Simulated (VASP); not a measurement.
Input of a VASP 6.6.1 run:

Contents of INCAR:

```
SYSTEM = SiC
ALGO = Normal ; EDIFF = 1E-6
ENCUT = 520 ; GGA = PS
ISIF = 2 ; ISMEAR = 0
ISYM = 0 ; LASPH = .True.
LCHARG = .False. ; LREAL = .False.
LWAVE = .False. ; NBANDS = 16
NELM = 100 ; PREC = Accurate
SIGMA = 0.01
```

KPOINTS

```
k-points
0
Gamma
  6 6 4
  0 0 0
```

Contents of POSCAR:

```
SiC
1.0
    3.0753564236      0.0000000000      0.0000000000
   -1.5376782118      2.6633367885      0.0000000000
    0.0000000000      0.0000000000      5.0481087552
Si C
2 2
Direct
    0.3333333333      0.6666666667      0.4995917705
    0.6666666667      0.3333333333      0.9995917705
    0.3333333333      0.6666666667      0.8754082295
    0.6666666667      0.3333333333      0.3754082295
```

Potentials or basis: VASP PAW PBE potentials, release 64 (Si, C).

Launch:

```sh
$ cat potpaw_PBE.64/Si/POTCAR potpaw_PBE.64/C/POTCAR > POTCAR
$ mpirun -np 1 vasp_std > vasp.out
```

(1) Estimate the band gap on the k mesh.

(2) Predict the pressure.

## Answers

(1) 2.11 eV (least direct gap 3.85 eV).

(2) 0.4 GPa.

Caveat: the PAW data sets were made with another functional, which shifts forces and pressure a little.
